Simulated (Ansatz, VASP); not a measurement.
Cu: VASP beside Ansatz

```
Cu
1.0
    -1.44279    1.44279    1.30728
     1.44279   -1.44279    1.30728
     1.44279    1.44279   -1.30728
Cu
1
Direct
  0.00000 0.00000 0.00000
```

Change from the starting cell: strain +0.000 along x and y, -0.050 along z, atoms carried along.

Alike in both runs: task single point; functional r2SCAN; k mesh 24 × 24 × 24; occupations gaussian, width 0.15 eV; no spin polarisation.

```csv
,VASP,Ansatz
version,VASP 6.6.1,Ansatz 0.2.0
potentials or method,"VASP PAW PBE potentials, release 64 (Cu), cutoff 520 eV","scalar-relativistic, plane waves, PAW"
valence electrons in the cell,11,19
```

|  | VASP | Ansatz | Ansatz less VASP |
| --- | --- | --- | --- |
| gap on the k mesh at the Fermi level (eV) | none | none | - |
| pressure (GPa) | 10.8 | 10.0 | -0.78 |
| traceless stress, the component that is largest in VASP (GPa) | 1.23 | 1.25 | +0.020 |

VASP's potentials were made for PBE, not for r2SCAN. A gap of «none» marks a metal or a gap that the smearing closes. With one functional, cell and mesh, what is left measures potentials, basis and numerics. VASP's potentials hold 11 valence electrons a cell and Ansatz's 19, so a difference there can come from the potentials and not from the codes.
